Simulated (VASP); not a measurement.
The system is TaF.

```
CELL_PARAMETERS angstrom
3.07868 0.00000 0.00000
-1.53934 2.66622 0.00000
0.00000 0.00000 3.00279
ATOMIC_POSITIONS crystal
Ta 0.00000 0.00000 0.00000
F 0.66667 0.33333 0.50000
```

- Program: VASP 6.6.1
- Task: relaxation of cell and atoms
- Functional: PBE
- Potentials or basis: VASP PAW PBE potentials, release 64 (Ta_pv, F)
- Cutoff: 600 eV
- k mesh: 6 × 6 × 6
- Occupations: gaussian, width 0.1 eV
- Spin: no spin polarisation

At the start: pressure 26.8 GPa; volume 12.32 Å³/atom.

Q: How do energy, volume and symmetry change on relaxing?

A: Over 15 steps the energy falls by 636.2 meV/atom and the volume is 13.47 Å³/atom (+9.3 %); space group P-6m2 (No. 187, to 0.1 Å) before and after.

Step by step:
```
step  energy change (eV)  largest force (eV/Å)  pressure (GPa)  volume (Å³)
   1              0.0000                0.0000           26.82        24.65
   2             -0.0787                0.0000          -14.15        32.76
   3             -0.2868                0.0000           -0.44        28.60
   4             -0.2868                0.0000           -0.04        28.52
   5             -0.2938                0.0000           -0.13        28.52
   6             -0.3363                0.0000           -0.30        28.48
   7             -0.4928                0.0000           -0.44        28.34
   8             -1.0122                0.0000           -1.89        27.75
   9             -0.6398                0.0000           11.73        25.55
  10             -1.2217                0.0000           -1.35        27.27
  11             -1.2234                0.0000            2.46        26.55
  12             -1.2719                0.0000           -0.04        26.95
  13             -1.2721                0.0000            0.27        26.89
  14             -1.2475                0.0000           -2.87        27.47
  15             -1.2723                0.0000           -0.06        26.94
```

Final structure:
```cif
data_structure
_symmetry_space_group_name_H-M 'P 1'
_symmetry_Int_Tables_number 1
_cell_length_a 2.7732
_cell_length_b 2.7732
_cell_length_c 4.0452
_cell_angle_alpha 90.000
_cell_angle_beta 90.000
_cell_angle_gamma 120.000
_cell_volume 26.94
loop_
_atom_site_label
_atom_site_type_symbol
_atom_site_fract_x
_atom_site_fract_y
_atom_site_fract_z
_atom_site_occupancy
Ta1 Ta 0.00000 0.00000 0.00000 1
F1 F 0.66667 0.33333 0.50000 1
```

Caveat: the k points lie up to 0.44 Å⁻¹ apart in the final cell, too coarse for converged energies and pressures of a metal; a cell axis changed by over 15 % at a fixed basis, so the end point is rough.
